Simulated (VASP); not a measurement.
# Sc (Im-3m) in VASP: notebook, part 2 of 2

VASP 6.6.1.

### 4 Single point, PBEsol

This run uses another cell than the first one, of 18.64 Å³/atom, 1.314 times its volume.

Input file INCAR:

```
SYSTEM = Sc
PREC     = Accurate       ! precision mode
ENCUT    = 520            ! plane-wave cutoff, eV
EDIFF    = 1E-6           ! SCF threshold, eV
ISMEAR   = -1             ! smearing method
SIGMA    = 0.1            ! smearing width, eV
LREAL    = .False.        ! projectors in reciprocal space
LASPH    = .True.         ! aspherical terms in the spheres
NELM     = 60             ! most SCF steps
ALGO     = Normal         ! electronic algorithm
ISIF     = 2              ! what is computed and relaxed
LWAVE    = .False.        ! write WAVECAR
LCHARG   = .False.        ! write CHGCAR
GGA      = PS             ! functional
NBANDS   = 12             ! bands
```

Input file KPOINTS:

```
regular mesh
0
Gamma
  9 9 9
  0 0 0
```

Input file POSCAR:

```
Sc
1.0
    1.6701571269      1.6701571269      1.6701571269
   -1.6701571269      1.6701571269      1.6701571269
   -1.6701571269     -1.6701571269      1.6701571269
Sc
1
Direct
    0.0000000000      0.0000000000      0.0000000000
```

Potentials or basis: VASP PAW PBE potentials, release 64 (Sc_sv).

Command:

```console
cat potpaw_PBE.64/Sc_sv/POTCAR > POTCAR
mpirun -np 1 vasp_std > vasp.out
```

OUTCAR:

```text
SYSTEM = Sc
   PREC = Accurate
   ENCUT = 520
   EDIFF = 1E-6
   ISMEAR = -1
   LREAL = .False.
   LASPH = .True.
   NELM = 60
   ISIF = 2
   GGA = PS

 ion  position               nearest neighbor table
   1  0.000  0.000  0.000-

  LATTYP: Found a body centered cubic cell.
 ALAT       =     3.3403142538

  Lattice vectors:

 A1 = (   1.6701571269,  -1.6701571269,  -1.6701571269)
 A2 = (   1.6701571269,   1.6701571269,   1.6701571269)
 A3 = (  -1.6701571269,  -1.6701571269,   1.6701571269)

Analysis of symmetry for initial positions (statically):
[... 531 lines left out ...]
      7       5.5415      0.81641
      8       9.5883      0.00000
      9       9.8070      0.00000
     10      12.5540      0.00000
     11      16.3349      0.00000
     12      16.6721      0.00000

 [... further k-points ...]
[... 5 lines left out ...]
  --------------------------------------------------------------------------------------
  -------------------------------------------------------------------------------------
  Total        2.3367760      2.3367760      2.3367760     -0.0000000      0.0000000     -0.0000000
  in kB      200.9072868    200.9072868    200.9072868     -0.0000000      0.0000000     -0.0000000
  external PRESSURE =     200.9072868 kB  Pullay stress =       0.0000000 kB

 VOLUME and BASIS-vectors are now :
 -----------------------------------------------------------------------------
  energy-cutoff  :      520.00
  volume of cell :       18.64
      direct lattice vectors                 reciprocal lattice vectors
     1.670157127  1.670157127  1.670157127     0.299373030  0.000000000  0.299373030
    -1.670157127  1.670157127  1.670157127    -0.299373030  0.299373030  0.000000000
    -1.670157127 -1.670157127  1.670157127     0.000000000 -0.299373030  0.299373030

 POSITION                                       TOTAL-FORCE (eV/Angst)
 -----------------------------------------------------------------------------------
      0.00000      0.00000      0.00000         0.000000      0.000000      0.000000
 -----------------------------------------------------------------------------------
    total drift:                                0.000000     -0.000000      0.000000

  FREE ENERGIE OF THE ION-ELECTRON SYSTEM (eV)
  ---------------------------------------------------
  free  energy   TOTEN  =        -6.2489793709 eV

  energy  without entropy=       -6.1818808629  energy(sigma->0) =       -6.21543012
```

OSZICAR:

```text
N       E                     dE             d eps       ncg     rms          rms(c)
DAV:   1     0.718884461324E+02    0.71888E+02   -0.52323E+03   848   0.950E+02
DAV:   2    -0.558482102887E+01   -0.77473E+02   -0.75360E+02   840   0.283E+02
DAV:   3    -0.679707098030E+01   -0.12122E+01   -0.11990E+01  1092   0.487E+01
DAV:   4    -0.681339544251E+01   -0.16324E-01   -0.16320E-01  1068   0.439E+00
DAV:   5    -0.681355982562E+01   -0.16438E-03   -0.16438E-03  1080   0.383E-01    0.773E+00
DAV:   6    -0.632871804279E+01    0.48484E+00   -0.67628E-01  1204   0.127E+01    0.264E+00
DAV:   7    -0.625400146356E+01    0.74717E-01   -0.15602E-01  1276   0.589E+00    0.465E-01
DAV:   8    -0.624911575360E+01    0.48857E-02   -0.73094E-03   928   0.123E+00    0.134E-01
DAV:   9    -0.624897536698E+01    0.14039E-03   -0.50854E-04  1196   0.363E-01    0.146E-02
DAV:  10    -0.624897907039E+01   -0.37034E-05   -0.11215E-05  1136   0.370E-02    0.412E-03
DAV:  11    -0.624897937089E+01   -0.30050E-06   -0.42317E-07   516   0.102E-02
   1 F= -.62489794E+01 E0= -.62154301E+01  d E =-.670985E-01
```

stdout:

```text
POSCAR found type information on POSCAR Sc
 POSCAR found :  1 types and       1 ions
 scaLAPACK will be used
 -----------------------------------------------------------------------------
|                                                                             |
|                                                                             |
|     You enforced a specific xc type in the INCAR file but a different       |
|     I HOPE YOU KNOW WHAT YOU ARE DOING!                                     |
|                                                                             |
 -----------------------------------------------------------------------------

 LDA part: xc-table for (Slater+PW92), standard interpolation
 POSCAR, INCAR and KPOINTS ok, starting setup
 FFT: planning ... GRIDC
 FFT: planning ... GRID_SOFT
 FFT: planning ... GRID
 WAVECAR not read
 entering main loop
```

Run time: 3.1 s. Hardware: 1 thread of Intel Xeon 6975P-C (Granite Rapids), shared host; peak memory 0.13 GiB.

Results:

| Property | Result |
| --- | --- |
| Free energy | -6.2490 eV |
| Pressure | 20.1 GPa |

Caveat: the PAW data sets were made with another functional, which shifts forces and pressure a little.

### 5 Single point, PBEsol

This run uses another cell than the first one, of 23.95 Å³/atom, 1.688 times its volume.

Input file INCAR:

```
SYSTEM = Sc
PREC = Accurate ; ENCUT = 520
EDIFF = 1E-6 ; ISMEAR = -1
SIGMA = 0.1 ; LREAL = .False.
LASPH = .True. ; NELM = 80
ALGO = Normal ; ISIF = 2
LWAVE = .False. ; LCHARG = .False.
GGA = PS ; NBANDS = 12
```

KPOINTS is that of step 4.

Input file POSCAR:

```
Sc
1.0
    1.8159071428      1.8159071428      1.8159071428
   -1.8159071428      1.8159071428      1.8159071428
   -1.8159071428     -1.8159071428      1.8159071428
Sc
1
Direct
    0.0000000000      0.0000000000      0.0000000000
```

Command:

```console
cat potpaw_PBE.64/Sc_sv/POTCAR > POTCAR
mpirun -np 1 vasp_std > vasp.out
```

It took 3.5 s on 1 thread of Intel Xeon 6975P-C (Granite Rapids), shared host; peak memory 0.13 GiB.

It converged, with:

```yaml
Free_energy: -6.5353 eV
Pressure: 0.0 GPa
```

Levels at points of the mesh, in eV from the Fermi level:
```csv
k point,band 1,band 2,band 3,band 4,band 5,band 6,band 7,band 8,band 9,band 10
"(0.00, 0.00, 0.00)",-49.29,-27.76,-27.76,-27.76,-5.30,1.49,1.49,1.49,2.98,2.98
```

Caveat: the PAW data sets were made with another functional, which shifts forces and pressure a little.

### 6 Relaxation of cell and atoms, PBEsol

This run uses another cell than the first one, of 24.92 Å³/atom, 1.756 times its volume.

Input file INCAR:

```
PREC = Accurate
ENCUT = 600
EDIFF = 1E-7
ISMEAR = -1
SIGMA = 0.1
LREAL = False
LASPH = True
NELM = 80
ALGO = Normal
ISIF = 3
LWAVE = False
LCHARG = False
GGA = PS
IBRION = 2
NSW = 50
EDIFFG = -0.01
```

Input file KPOINTS:

```
regular mesh
0
Gamma
  9 9 9
```

Input file POSCAR:

```
Sc
1.0
    1.8400000000      1.8400000000      1.8400000000
   -1.8400000000      1.8400000000      1.8400000000
   -1.8400000000     -1.8400000000      1.8400000000
Sc
1
Direct
    0.0000000000      0.0000000000      0.0000000000
```

Potentials or basis: VASP PAW PBE potentials, release 64 (Sc_sv).

Command:

```console
cat potpaw_PBE.64/Sc_sv/POTCAR > POTCAR
mpirun -np 1 vasp_std > vasp.out
```

Wall time 11 s (1 thread of Intel Xeon 6975P-C (Granite Rapids), shared host); peak memory 0.17 GiB.

Results (log left out):

```
Free energy                            : -6.5358 eV
Relaxed volume                         : 23.98 Å³/atom
Relaxed cell                           : a = 3.147 Å, b = 3.147 Å, c = 3.147 Å, α = 70.53°, β = 109.47°, γ = 70.53°
Space group after relaxing (to 0.05 Å) : Im-3m (No. 229)
Energy gained by relaxing              : 6.0 meV/atom
Ionic steps                            : 3
Pressure after relaxing                : 0.0 GPa
```

The path:
```tsv
step	energy change (eV)	largest force (eV/Å)	pressure (GPa)	volume (Å³)
1	0.0000	0.0000	-2.00	24.92
2	-0.0058	0.0000	0.39	23.81
3	-0.0060	0.0000	0.00	23.98
```

Final structure:
```yaml
crystal:
  lattice:
    - [1.81664, 1.81664, 1.81664]
    - [-1.81664, 1.81664, 1.81664]
    - [-1.81664, -1.81664, 1.81664]
  atoms:
    - { symbol: Sc, position: [0.00000, 0.00000, 0.00000] }
```

Levels at points of the mesh, in eV from the Fermi level:
| k point | band 3 | band 4 | band 5 | band 6 | band 7 | band 8 |
| --- | --- | --- | --- | --- | --- | --- |
| (0.00, 0.00, 0.00) | -27.77 | -27.77 | -5.30 | 1.48 | 1.48 | 1.48 |

Caveat: the PAW data sets were made with another functional, which shifts forces and pressure a little.

### 7 Summary

| task | cell | cutoff (eV) | gap on the mesh (eV) | pressure (GPa) |
| --- | --- | --- | --- | --- |
| single point | a = 2.641 Å, angles 70.5, 109.5, 70.5°, 1 atom | 520 | none | 60.5 |
| single point | a = 2.747 Å, angles 70.5, 109.5, 70.5°, 1 atom | 520 | none | 40.3 |
| single point | a = 2.893 Å, angles 70.5, 109.5, 70.5°, 1 atom | 520 | none | 20.1 |
| single point | a = 3.145 Å, angles 70.5, 109.5, 70.5°, 1 atom | 520 | none | 0.0 |
| relaxation of cell and atoms | relaxed from a = 3.187 Å, angles 70.5, 109.5, 70.5°, 1 atom | 600 | none | 0.0 |

Alike in all rows: level PBEsol; potentials or basis VASP PAW PBE potentials, release 64 (Sc_sv); no spin polarisation; k mesh 9 × 9 × 9; smearing fermi-dirac 0.1 eV.

Caveats: the PAW data sets were made with another functional, which shifts forces and pressure a little.

Absolute energies hang on the potentials; compare differences alone.
